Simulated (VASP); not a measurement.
# HfC (I4/mmm) in VASP: further runs

The runs below take HfC through single point, with PBE.

All numbers are computed with VASP 6.6.1; they aren't measurements. Logs are shortened: lines on timing, memory, paths and dates and some standing lists are left out, and cuts for length are marked.

**1. The cell of the first run**

Symmetry: I4/mmm, No. 139, tetragonal system. The conventional cell has a = 3.288 Å, b = 3.288 Å, c = 4.534 Å, α = 90.00°, β = 90.00°, γ = 90.00°. Hf (site symmetry 4/mmm) has 6 C at 2.27 to 2.33 Å within 3.0 Å. Within 3.0 Å of C (site symmetry 4/mmm) lie 6 Hf at 2.27 to 2.33 Å.

**2. Single point, PBE (strain -0.0250 x Voigt [0, 1, 0, 0, 0, 0])**

Input file INCAR:

```
SYSTEM = HfC
PREC     = Accurate       ! precision mode
ENCUT    = 520            ! plane-wave cutoff, eV
EDIFF    = 1E-6           ! SCF threshold, eV
ISMEAR   = 0              ! smearing method
SIGMA    = 0.15           ! smearing width, eV
LREAL    = .FALSE.        ! projectors in reciprocal space
LASPH    = .TRUE.         ! aspherical terms in the spheres
NELM     = 80             ! most SCF steps
ALGO     = Normal         ! electronic algorithm
ISIF     = 2              ! what is computed and relaxed
LWAVE    = .FALSE.        ! write WAVECAR
LCHARG   = .TRUE.         ! write CHGCAR
GGA      = PE             ! functional
LELF     = .TRUE.         ! ELF
LVHAR    = .TRUE.       
NBANDS   = 14             ! bands
```

Input file KPOINTS:

```
regular mesh
0
G
  18 18 18
  0 0 0
```

Input file POSCAR:

```
HfC
1.0
    0.0000000000      2.2668750000      2.3250000000
    2.3250000000      0.0000000000      2.3250000000
    2.3250000000      2.2668750000      0.0000000000
Hf C
1 1
Direct
    0.5000000000      0.5000000000      0.5000000000
    0.0000000000      0.0000000000      0.0000000000
```

Potentials or basis: VASP PAW PBE potentials, release 64 (Hf_pv, C).

Run with:

```bash
cat potpaw_PBE.64/Hf_pv/POTCAR potpaw_PBE.64/C/POTCAR > POTCAR
mpirun -np 1 vasp_std > vasp.out
```

OUTCAR:

```text
SYSTEM = HfC
   PREC = Accurate
   ENCUT = 520
   EDIFF = 1E-6
   ISMEAR = 0
   LREAL = .FALSE.
   LASPH = .TRUE.
   NELM = 80
   ISIF = 2
   GGA = PE

 ion  position               nearest neighbor table
   1  0.500  0.500  0.500-   2 2.27   2 2.27   2 2.33   2 2.33   2 2.33   2 2.33
   2  0.000  0.000  0.000-   1 2.27   1 2.27   1 2.33   1 2.33   1 2.33   1 2.33

  LATTYP: Found a body centered tetragonal cell.
 ALAT       =     3.2880465325
 C/A-ratio  =     1.3788582233

  Lattice vectors:

 A1 = (   0.0000000000,  -2.2668750000,   2.3250000000)
 A2 = (   0.0000000000,  -2.2668750000,  -2.3250000000)
 A3 = (   2.3250000000,   2.2668750000,   0.0000000000)

Analysis of symmetry for initial positions (statically):
=====================================================================
 Subroutine PRICEL returns:
 Original cell was already a primitive cell.

 Routine SETGRP: Setting up the symmetry group for a
 body centered tetragonal supercell.

 Subroutine GETGRP returns: Found 16 space group operations
 (whereof 16 operations were pure point group operations)
 out of a pool of 16 trial point group operations.

The static configuration has the point symmetry D_4h.

Analysis of symmetry for dynamics (positions and initial velocities):
=====================================================================
 Subroutine PRICEL returns:
 Original cell was already a primitive cell.

 Routine SETGRP: Setting up the symmetry group for a
 body centered tetragonal supercell.

 Subroutine GETGRP returns: Found 16 space group operations
 (whereof 16 operations were pure point group operations)
 out of a pool of 16 trial point group operations.

The dynamic configuration has the point symmetry D_4h.

 Subroutine INISYM returns: Found 16 space group operations
 (whereof 16 operations are pure point group operations),
 and found     1 'primitive' translations

----------------------------------------------------------------------------------------

                                     Primitive cell

  volume of cell :      24.5078

  direct lattice vectors                    reciprocal lattice vectors
     0.000000000  2.266875000  2.325000000    -0.215053763  0.220567963  0.215053763
     2.325000000  0.000000000  2.325000000     0.215053763 -0.220567963  0.215053763
     2.325000000  2.266875000  0.000000000     0.215053763  0.220567963 -0.215053763

  length of vectors
     3.247206071  3.288046533  3.247206071     0.375694648  0.375694648  0.375694648

  position of ions in fractional coordinates (direct lattice)
     0.500000000  0.500000000  0.500000000
     0.000000000  0.000000000  0.000000000

[... 83 lines left out ...]
   ISYM   =      2    0-nonsym 1-usesym 2-fastsym
   POTIM  = 0.5000    time-step for ionic-motion
   TEBEG  =    0.0;   TEEND  =   0.0 temperature during run
   PSTRESS=    0.0 pullay stress
   NELECT =      14.0000    total number of electrons
   NUPDOWN=      -1.0000    fix difference up-down
   EMIN   =  10.00;   EMAX   =-10.00  energy-range for DOS
   EFERMI =   0.00;   METHOD = LEGACY
   ISMEAR =     0;   SIGMA  =   0.15  broadening in eV -4-tet -1-fermi 0-gaus
   EFERMI_NEDOS =   21; number of points for ismear=-14 and -15
   IALGO  =     38    algorithm
   IMIX   =      4    mixing-type and parameters
     AMIX     =   0.40;   BMIX     =  1.00
     AMIX_MAG =   1.60;   BMIX_MAG =  1.00
  volume/ion in A,a.u.               =      12.25        82.69
  Fermi-wavevector in a.u.,A,eV,Ry     =   1.358365  2.566937 25.104849  1.845154
  Thomas-Fermi vector in A             =   2.485204
   LORBIT       =      0    0 simple, 1 ext, 2 COOP (PROOUT), +10 PAW based schemes
   GGA     = PE    functional components
   LHFCALC =     F    Hartree Fock is set to
   AEXX    =    0.0000 exact exchange contribution
   IVDW    =     0    specifies the selected vdW correction
   LEPSILON=     F    determine dielectric tensor
   LRPA    =     F    only Hartree local field effects (RPA)
 non-spin polarized calculation
 Gauss-broadening in eV      SIGMA  =   0.15
  energy-cutoff  :      520.00
  volume of cell :       24.51
 maximum number of plane-waves:       674
   NGX = 13   NGY = 13   NGZ = 13

 number of electron      14.0000001 magnetization

 Free energy of the ion-electron system (eV)
  ---------------------------------------------------
  ext. energy  EPLUGINS =         0.00000000
  ---------------------------------------------------
  free energy    TOTEN  =       -21.02181607 eV

  energy without entropy =      -21.01870818  energy(sigma->0) =      -21.02026212

 E-fermi :   6.1490     XC(G=0): -12.4098

 val. band max:        6.1461481584   @ k =   0.1111   0.0000   0.0556
 cond. band min:       6.1525139484   @ k =   0.4444   0.4444   0.0000
 fundamental gap:      0.0063657899
 Fermi energy:         6.1490235241

 k-point     1 :       0.0000    0.0000    0.0000
  band No.  band energies     occupation
      1     -23.3051      2.00000
      2     -23.3051      2.00000
      3     -23.2776      2.00000
      4      -6.2896      2.00000
      5       7.1148      0.00000
      6       7.1148      0.00000
      7       7.2598      0.00000
      8       7.4609      0.00000
      9       7.4609      0.00000
     10       7.7369      0.00000
     11       9.4474      0.00000
     12       9.7283      0.00000
     13      13.3590      0.00000
     14      17.2314      0.00000
[... 377 lines left out ...]
      1     -23.6636      2.00000
      2     -23.3685      2.00000
      3     -23.3109      2.00000
      4      -4.8429      2.00000
      5       3.1485      2.00000
      6       4.2728      2.00000
      7       4.5105      2.00000
      8       8.8720      0.00000
      9       9.0722      0.00000
     10       9.8278      0.00000
     11      12.7233      0.00000
     12      14.3711      0.00000
     13      15.7689      0.00000
     14      20.0553      0.00000

 [... further k-points ...]
[... 5 lines left out ...]
  --------------------------------------------------------------------------------------
  -------------------------------------------------------------------------------------
  Total        0.3455545      2.1527074      0.3455545      0.0000000     -0.0000000      0.0000000
  in kB       22.5903887    140.7317540     22.5903887      0.0000000     -0.0000000      0.0000000
  external PRESSURE =      61.9708438 kB  Pullay stress =       0.0000000 kB

 VOLUME and BASIS-vectors are now :
 -----------------------------------------------------------------------------
  energy-cutoff  :      520.00
  volume of cell :       24.51
      direct lattice vectors                 reciprocal lattice vectors
     0.000000000  2.266875000  2.325000000    -0.215053763  0.220567963  0.215053763
     2.325000000  0.000000000  2.325000000     0.215053763 -0.220567963  0.215053763
     2.325000000  2.266875000  0.000000000     0.215053763  0.220567963 -0.215053763

 POSITION                                       TOTAL-FORCE (eV/Angst)
 -----------------------------------------------------------------------------------
      2.32500      2.26688      2.32500         0.000000      0.000000      0.000000
      0.00000      0.00000      0.00000         0.000000     -0.000000      0.000000
 -----------------------------------------------------------------------------------
    total drift:                                0.000000     -0.000000      0.000000

  FREE ENERGIE OF THE ION-ELECTRON SYSTEM (eV)
  ---------------------------------------------------
  free  energy   TOTEN  =       -21.0218160708 eV

  energy  without entropy=      -21.0187081753  energy(sigma->0) =      -21.02026212
```

Wall time 70 s (1 thread of Intel Xeon Platinum 8259CL at 2.50GHz (Skylake/Cascade Lake), shared host); peak memory 0.28 GiB.

Results:

| Property | Result |
| --- | --- |
| Free energy | -21.0218 eV |
| Pressure | 6.2 GPa |
| Band gap on the k mesh | zero (band 7 reaches 7.26 eV, above the bottom of band 8 at 5.56 eV) |

Caveat: the cell differs from its parent crystal (strain -0.0250 x Voigt [0, 1, 0, 0, 0, 0]); spin-orbit coupling is left out, which moves the levels of the heavy elements.

**3. Single point, PBE (strain +0.0250 x Voigt [0, 1, 0, 0, 0, 0])**

Input file INCAR:

```
ALGO = Normal ; EDIFF = 1E-7
ENCUT = 520 ; GGA = PE
ISIF = 2 ; ISMEAR = 0
LASPH = T ; LCHARG = F
LREAL = F ; LWAVE = F
NBANDS = 14 ; NELM = 80
PREC = Accurate ; SIGMA = 0.15
```

Input file KPOINTS:

```
k-points
0
Gamma
  18 18 18
```

Input file POSCAR:

```
HfC
1.0
    0.0000000000      2.3831250000      2.3250000000
    2.3250000000      0.0000000000      2.3250000000
    2.3250000000      2.3831250000      0.0000000000
Hf C
1 1
Direct
    0.5000000000      0.5000000000      0.5000000000
    0.0000000000      0.0000000000      0.0000000000
```

Potentials or basis: VASP PAW PBE potentials, release 64 (Hf_pv, C).

Run with:

```bash
cat potpaw_PBE.64/Hf_pv/POTCAR potpaw_PBE.64/C/POTCAR > POTCAR
mpirun -np 1 vasp_std > vasp.out
```

Run time: 2.3 min. Hardware: 1 thread of Intel Xeon Platinum 8259CL at 2.50GHz (Skylake/Cascade Lake), shared host; peak memory 0.3 GiB.

It converged, with:

```yaml
Free_energy: -21.0233 eV
Pressure: -5.8 GPa
Band_gap_on_the_k_mesh: zero (band 7 reaches 6.79 eV, above the bottom of band 8 at 5.30 eV)
```

Stress tensor (GPa, compression positive):
```
 -2.90   0.00   0.00
  0.00 -11.48   0.00
  0.00   0.00  -2.90
```

Levels at points of the mesh, in eV from the Fermi level:
```
           k point  band 5  band 6  band 7  band 8  band 9  band 10
(0.00, 0.00, 0.00)    0.91    1.02    1.02    1.22    1.47     1.47
(0.50, 0.00, 0.00)   -6.03   -2.93   -2.88    5.08    5.26     5.64
(0.50, 0.50, 0.00)   -2.52   -1.70   -0.21   -0.13    5.13     6.38
(0.50, 0.00, 0.50)   -2.78   -1.65   -0.03   -0.03    5.16     6.53
```

Caveat: the cell differs from its parent crystal (strain +0.0250 x Voigt [0, 1, 0, 0, 0, 0]); spin-orbit coupling is left out, which moves the levels of the heavy elements.

**4. Single point, PBE (strain +0.0500 x Voigt [0, 1, 0, 0, 0, 0])**

Input file INCAR:

```
SYSTEM = HfC
PREC = Accurate ; ENCUT = 520
EDIFF = 1E-6 ; ISMEAR = 0
SIGMA = 0.15 ; LREAL = .False.
LASPH = .True. ; NELM = 60
ALGO = Normal ; ISIF = 2
LWAVE = .False. ; LCHARG = .False.
GGA = PE ; NBANDS = 14
```

Input file KPOINTS:

```
regular mesh
0
Gamma
  18 18 18
  0 0 0
```

Input file POSCAR:

```
HfC
1.0
    0.0000000000      2.4412500000      2.3250000000
    2.3250000000      0.0000000000      2.3250000000
    2.3250000000      2.4412500000      0.0000000000
Hf C
1 1
Direct
    0.5000000000      0.5000000000      0.5000000000
    0.0000000000      0.0000000000      0.0000000000
```

Potentials or basis: VASP PAW PBE potentials, release 64 (Hf_pv, C).

Run with:

```bash
cat potpaw_PBE.64/Hf_pv/POTCAR potpaw_PBE.64/C/POTCAR > POTCAR
mpirun -np 1 vasp_std > vasp.out
```

OUTCAR:

```text
SYSTEM = HfC
   PREC = Accurate
   ENCUT = 520
   EDIFF = 1E-6
   ISMEAR = 0
   LREAL = .False.
   LASPH = .True.
   NELM = 60
   ISIF = 2
   GGA = PE

 ion  position               nearest neighbor table
   1  0.500  0.500  0.500-   2 2.33   2 2.33   2 2.33   2 2.33   2 2.44   2 2.44
   2  0.000  0.000  0.000-   1 2.33   1 2.33   1 2.33   1 2.33   1 2.44   1 2.44

  LATTYP: Found a body centered tetragonal cell.
 ALAT       =     3.2880465325
 C/A-ratio  =     1.4849242405

  Lattice vectors:

 A1 = (   0.0000000000,  -2.4412500000,   2.3250000000)
 A2 = (   0.0000000000,  -2.4412500000,  -2.3250000000)
 A3 = (   2.3250000000,   2.4412500000,   0.0000000000)

Analysis of symmetry for initial positions (statically):
=====================================================================
 Subroutine PRICEL returns:
 Original cell was already a primitive cell.

 Routine SETGRP: Setting up the symmetry group for a
 body centered tetragonal supercell.

 Subroutine GETGRP returns: Found 16 space group operations
 (whereof 16 operations were pure point group operations)
 out of a pool of 16 trial point group operations.

The static configuration has the point symmetry D_4h.

[... 178 lines left out ...]
      9       7.1339      0.00000
     10       7.1339      0.00000
     11       8.3294      0.00000
     12       9.1306      0.00000
     13      12.0792      0.00000
     14      16.4657      0.00000
[... 377 lines left out ...]
      1     -24.4917      2.00000
      2     -24.2744      2.00000
      3     -24.2189      2.00000
      4      -5.2158      2.00000
      5       2.7186      2.00000
      6       3.8435      2.00000
      7       4.2070      2.00000
      8       8.1017      0.00000
      9       8.3218      0.00000
     10       9.0460      0.00000
     11      12.0692      0.00000
     12      12.7500      0.00000
     13      14.3886      0.00000
     14      19.0193      0.00000

 [... further k-points ...]

------------------------ aborting loop because EDIFF is reached ----------------------------------------

  FORCE on cell =-STRESS in cart. coord.  units (eV):
  Direction    XX          YY          ZZ          XY          YZ          ZX
  --------------------------------------------------------------------------------------
  -------------------------------------------------------------------------------------
  Total       -0.8497800     -3.2317440     -0.8497800      0.0000000     -0.0000000      0.0000000
  in kB      -51.5856507   -196.1820944    -51.5856507      0.0000000     -0.0000000      0.0000000
  external PRESSURE =     -99.7844653 kB  Pullay stress =       0.0000000 kB

 VOLUME and BASIS-vectors are now :
 -----------------------------------------------------------------------------
  energy-cutoff  :      520.00
  volume of cell :       26.39
      direct lattice vectors                 reciprocal lattice vectors
     0.000000000  2.441250000  2.325000000    -0.215053763  0.204813108  0.215053763
     2.325000000  0.000000000  2.325000000     0.215053763 -0.204813108  0.215053763
     2.325000000  2.441250000  0.000000000     0.215053763  0.204813108 -0.215053763

 POSITION                                       TOTAL-FORCE (eV/Angst)
 -----------------------------------------------------------------------------------
      2.32500      2.44125      2.32500        -0.000000      0.000000      0.000000
      0.00000      0.00000      0.00000         0.000000      0.000000     -0.000000
 -----------------------------------------------------------------------------------
    total drift:                                0.000000      0.000000      0.000000

  FREE ENERGIE OF THE ION-ELECTRON SYSTEM (eV)
  ---------------------------------------------------
  free  energy   TOTEN  =       -20.9616802780 eV

  energy  without entropy=      -20.9584714651  energy(sigma->0) =      -20.96007587
```

OSZICAR:

```text
N       E                     dE             d eps       ncg     rms          rms(c)
DAV:   1     0.231268840503E+02    0.23127E+02   -0.77371E+03 13472   0.977E+02
DAV:   2    -0.225774440326E+02   -0.45704E+02   -0.42767E+02 17460   0.199E+02
DAV:   3    -0.242062380568E+02   -0.16288E+01   -0.16230E+01 16374   0.271E+01
DAV:   4    -0.242141503051E+02   -0.79122E-02   -0.79117E-02 15664   0.235E+00
DAV:   5    -0.242142031205E+02   -0.52815E-04   -0.52816E-04 16454   0.173E-01    0.527E+01
DAV:   6    -0.210508600626E+02    0.31633E+01   -0.12461E+01 14796   0.183E+01    0.385E+01
DAV:   7    -0.209809010670E+02    0.69959E-01   -0.62290E-01 16500   0.534E+00    0.246E+01
DAV:   8    -0.209712968431E+02    0.96042E-02   -0.10322E-01 15462   0.251E+00    0.726E+00
DAV:   9    -0.209619603301E+02    0.93365E-02   -0.31650E-02 15036   0.106E+00    0.211E+00
DAV:  10    -0.209616822298E+02    0.27810E-03   -0.16476E-03 16528   0.295E-01    0.155E-01
DAV:  11    -0.209616799956E+02    0.22341E-05   -0.91859E-05 15984   0.760E-02    0.359E-02
DAV:  12    -0.209616802780E+02   -0.28238E-06   -0.23283E-06 16616   0.140E-02
   1 F= -.20961680E+02 E0= -.20960076E+02  d E =-.320881E-02
```

Run time: 2.1 min. Hardware: 1 thread of Intel Xeon Platinum 8259CL at 2.50GHz (Skylake/Cascade Lake), shared host; peak memory 0.3 GiB.

What came out:

| Item | Value |
| --- | --- |
| Free energy | -20.9617 eV |
| Pressure | -10.0 GPa |
| Band gap on the k mesh | zero (band 7 reaches 6.63 eV, above the bottom of band 8 at 5.08 eV) |

Stress tensor (GPa, compression positive):
```
 -5.16   0.00   0.00
  0.00 -19.62   0.00
  0.00   0.00  -5.16
```

Caveat: the cell differs from its parent crystal (strain +0.0500 x Voigt [0, 1, 0, 0, 0, 0]); spin-orbit coupling is left out, which moves the levels of the heavy elements.

**5. Single point, PBE (strain +0.0750 x Voigt [0, 1, 0, 0, 0, 0])**

Input file INCAR:

```
PREC = Accurate
ENCUT = 520
EDIFF = 1E-6
ISMEAR = 0
SIGMA = 0.15
LREAL = False
LASPH = True
NELM = 100
ALGO = Normal
ISIF = 2
LWAVE = False
LCHARG = False
GGA = PE
NBANDS = 14
```

Input file KPOINTS:

```
regular mesh
0
Gamma
  18 18 18
```

Input file POSCAR:

```
HfC
1.0
    0.0000000000      2.4993750000      2.3250000000
    2.3250000000      0.0000000000      2.3250000000
    2.3250000000      2.4993750000      0.0000000000
Hf C
1 1
Direct
    0.5000000000      0.5000000000      0.5000000000
    0.0000000000      0.0000000000      0.0000000000
```

Run with:

```bash
cat potpaw_PBE.64/Hf_pv/POTCAR potpaw_PBE.64/C/POTCAR > POTCAR
mpirun -np 1 vasp_std > vasp.out
```

Wall time 2 min (1 thread of Intel Xeon Platinum 8259CL at 2.50GHz (Skylake/Cascade Lake), shared host); peak memory 0.31 GiB.

Results (log left out):

```
Free energy            : -20.8730 eV
Pressure               : -13.2 GPa
Band gap on the k mesh : zero (band 7 reaches 6.46 eV, above the bottom of band 8 at 4.87 eV)
```

Stress tensor (GPa, compression positive):
```
 -7.17   0.00   0.00
  0.00 -25.40   0.00
  0.00   0.00  -7.17
```

Levels at points of the mesh, in eV from the Fermi level:
```
           k point  band 4  band 5  band 6  band 7  band 8  band 9  band 10  band 11
(0.00, 0.00, 0.00)  -11.98    0.76    0.89    1.03    1.03    1.60     1.60     2.34
(0.50, 0.00, 0.00)   -8.60   -5.84   -2.88   -2.74    4.69    5.08     5.47     6.10
(0.50, 0.50, 0.00)  -10.10   -2.41   -1.59   -0.36   -0.22    4.63     5.67     6.60
(0.50, 0.00, 0.50)  -10.25   -3.08   -1.47    0.09    0.09    4.89     6.09     6.09
```

Caveat: the cell differs from its parent crystal (strain +0.0750 x Voigt [0, 1, 0, 0, 0, 0]); spin-orbit coupling is left out, which moves the levels of the heavy elements.

**6. Overview**

| cell | gap on the mesh (eV) | pressure (GPa) |
| --- | --- | --- |
| a = 3.247, b = 3.288 Å, angles 59.6, 60.8, 59.6°, 2 atoms | none | 6.2 |
| a = 3.329, b = 3.288 Å, angles 60.4, 59.2, 60.4°, 2 atoms | none | -5.8 |
| a = 3.371, b = 3.288 Å, angles 60.8, 58.4, 60.8°, 2 atoms | none | -10.0 |
| a = 3.414, b = 3.288 Å, angles 61.2, 57.6, 61.2°, 2 atoms | none | -13.2 |

Alike in all rows: task single point; level PBE; potentials or basis VASP PAW PBE potentials, release 64 (Hf_pv, C); no spin polarisation; k mesh 18 × 18 × 18; cutoff (eV) 520; smearing gaussian 0.15 eV.

Caveats: spin-orbit coupling is left out, which moves the levels of the heavy elements.

Absolute energies hang on the potentials; compare differences alone.
